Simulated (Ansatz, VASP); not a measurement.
## P: VASP beside Ansatz

The input INCAR:

```
SYSTEM = P
PREC = Accurate
ENCUT = 520
EDIFF = 1E-7
ISMEAR = 0
SIGMA = 0.1
LREAL = .FALSE.
LASPH = .TRUE.
NELM = 80
ALGO = Normal
ISIF = 2
LWAVE = .FALSE.
LCHARG = .FALSE.
GGA = PE
NBANDS = 12
```

KPOINTS

```
regular mesh
0
G
  9 9 5
  0 0 0
```

POSCAR

```
P
1.0
    2.4246941115      0.0000000000      0.0000000000
    0.0000000000      2.4385351442      0.0000000000
   -0.0203144631      0.0000000000      4.8524328982
P
2
Direct
    0.9999999700      0.0000000000      0.2505746400
    0.0000000300      0.0000000000      0.7494253600
```

Input for Ansatz:

```yaml
crystal:
  lattice:
    - [2.4246941115, 0.0, 0.0]
    - [0.0, 2.4385351442, 0.0]
    - [-0.0203144631, 0.0, 4.8524328982]
  atoms:
    - { symbol: P, position: [0.99999997, 0.0, 0.25057464] }
    - { symbol: P, position: [3.0e-08, 0.0, 0.74942536] }
basis:
  ecutwfc: 420
kpoints:
  mp_grid: { grid: [9, 9, 5] }
hamiltonian:
  xc: pbe
scf:
  occupations: { method: gaussian, width: 0.1 }
output:
  forces: true
  stress: true
  eigenvalues: true
```

Alike in both runs: task single point; functional PBE; k mesh 9 × 9 × 5; occupations gaussian, width 0.1 eV; no spin polarisation.

|  | VASP | Ansatz |
| --- | --- | --- |
| version | VASP 6.6.1 | Ansatz 0.2.0 |
| potentials or method | VASP PAW PBE potentials, release 64 (P), cutoff 520 eV | scalar-relativistic, plane waves, PAW |
| valence electrons in the cell | 10 | 10 |

Ansatz gave:

| Item | Value |
| --- | --- |
| gap on the k mesh at the Fermi level (eV) | none |
| pressure (GPa) | 2.4 |
| traceless stress, the component that is largest in VASP (GPa) | 1.91 |

Problem. What did VASP give for the same quantities?

Solution. gap on the k mesh at the Fermi level (eV): none; pressure (GPa): 2.1; traceless stress, the component that is largest in VASP (GPa): 1.91.

A gap of «none» marks a metal or a gap that the smearing closes. With one functional, cell and mesh, what is left measures potentials, basis and numerics.
